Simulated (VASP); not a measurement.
AlCo3:

```
CELL_PARAMETERS angstrom
3.57495 0.00000 0.00000
0.00000 3.57495 0.00000
0.00000 0.00000 3.57495
ATOMIC_POSITIONS crystal
Al 0.00000 0.00000 0.00000
Co 0.50000 0.50000 0.00000
Co 0.50000 0.00000 0.50000
Co 0.00000 0.50000 0.50000
```

Base run:

| Property | Result |
| --- | --- |
| Program | VASP 6.6.1 |
| Functional | PBEsol |
| Potentials or basis | VASP PAW PBE potentials, release 64 (Al, Co) |
| Cutoff | 520 eV |
| k mesh | 8 × 8 × 8 |
| Occupations | gaussian, width 0.1 eV |
| Spin | collinear spin, ferromagnetic start |
| Starting moments | [0.0, 1.48, 1.48, 1.48] μB |

Its results: pressure -7.7 GPa; net moment 3.84 μB per cell; site moments Al -0.04; Co +1.31 μB.

**Question.** After a change of settings the same cell gave: pressure 8.8 GPa; net moment 5.17 μB per cell; site moments Al -0.03; Co +1.79 μB. Which change was it?
A. k mesh from 8 × 8 × 8, through Γ to 8 × 8 × 8, shifted; further incar settings from ALGO = Normal; EDIFF = 1e-06; NBANDS = 27 to ALGO = Normal; EDIFF = 1e-07; NBANDS = 27
B. k mesh from 8 × 8 × 8, through Γ to 6 × 6 × 6, shifted; further incar settings from ALGO = Normal; EDIFF = 1e-06; NBANDS = 27 to ALGO = Normal; EDIFF = 1e-07; NBANDS = 27
C. k mesh from 8 × 8 × 8 to 1 × 1 × 1
D. k mesh from 8 × 8 × 8 to 6 × 6 × 6; further incar settings from ALGO = Normal; EDIFF = 1e-06; NBANDS = 27 to ALGO = Normal; EDIFF = 1e-07; NBANDS = 27

**Answer.** C.

Caveats: some runs use coarse meshes; the PAW data sets were made with another functional, which shifts forces and pressure a little; the cell stands under tension (at least some runs).
